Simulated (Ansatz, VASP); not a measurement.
**One calculation of SnSe2, two programs**

INCAR

```
PREC     = Accurate       # precision mode
ENCUT    = 520            # plane-wave cutoff, eV
EDIFF    = 1E-7           # SCF threshold, eV
ISMEAR   = 0              # smearing method
SIGMA    = 0.05           # smearing width, eV
LREAL    = False          # projectors in reciprocal space
LASPH    = True           # aspherical terms in the spheres
NELM     = 60             # most SCF steps
ALGO     = Normal         # electronic algorithm
ISIF     = 2              # what is computed and relaxed
LWAVE    = False          # write WAVECAR
LCHARG   = False          # write CHGCAR
GGA      = PS             # functional
NBANDS   = 20             # bands
```

File KPOINTS:

```
regular mesh
0
Gamma
  12 12 6
```

The input POSCAR:

```
SnSe2
1.0
    4.1138107013      0.0000000000      0.0000000000
   -2.0569053507      3.5626645736      0.0000000000
    0.0000000000      0.0000000000      5.2960926325
Sn Se
1 2
Direct
    0.0000000000      0.0000000000      0.0000000000
    0.3333333333      0.6666666667      0.2580716066
    0.6666666667      0.3333333333      0.7419283934
```

Input for Ansatz:

```yaml
crystal:
  lattice:
    - [4.1138107013, 0.0, 0.0]
    - [-2.0569053507, 3.5626645736, 0.0]
    - [0.0, 0.0, 5.2960926325]
  atoms:
    - { symbol: Sn, position: [0.0, 0.0, 0.0] }
    - { symbol: Se, position: [0.3333333333, 0.6666666667, 0.2580716066] }
    - { symbol: Se, position: [0.6666666667, 0.3333333333, 0.7419283934] }
basis:
  ecutwfc: 420
kpoints:
  mp_grid: { grid: [12, 12, 6] }
hamiltonian:
  xc: pbesol
scf:
  occupations: { method: gaussian, width: 0.05 }
output:
  forces: true
  stress: true
  eigenvalues: true
  write_density: true
  write_potential: true
  elf: true
  volumetric_format: npy
```

Alike in both runs: task single point; functional PBEsol; k mesh 12 × 12 × 6; occupations gaussian, width 0.05 eV; no spin polarisation.

|  | VASP | Ansatz |
| --- | --- | --- |
| version | VASP 6.6.1 | Ansatz 0.2.0 |
| potentials or method | VASP PAW PBE potentials, release 64 (Sn_d, Se), cutoff 520 eV | scalar-relativistic, plane waves, PAW |
| valence electrons in the cell | 26 | 46 |

|  | VASP | Ansatz | Ansatz less VASP |
| --- | --- | --- | --- |
| gap on the k mesh at the Fermi level (eV) | none | none | - |
| pressure (GPa) | -0.5 | -0.5 | -0.09 |
| traceless stress, the component that is largest in VASP (GPa) | 4.24 | 4.27 | +0.035 |
| rms of the force components (eV/Å) | 0.397 | 0.391 | -0.0067 |

VASP's potentials were made for PBE, not for PBEsol. Atom by atom the forces differ by 0.007 eV/Å (rms over components). A gap of «none» marks a metal or a gap that the smearing closes. The functional is the same, so the differences come from potentials, cutoffs and numerics. VASP's potentials hold 26 valence electrons a cell and Ansatz's 46, so a difference there can come from the potentials and not from the codes.
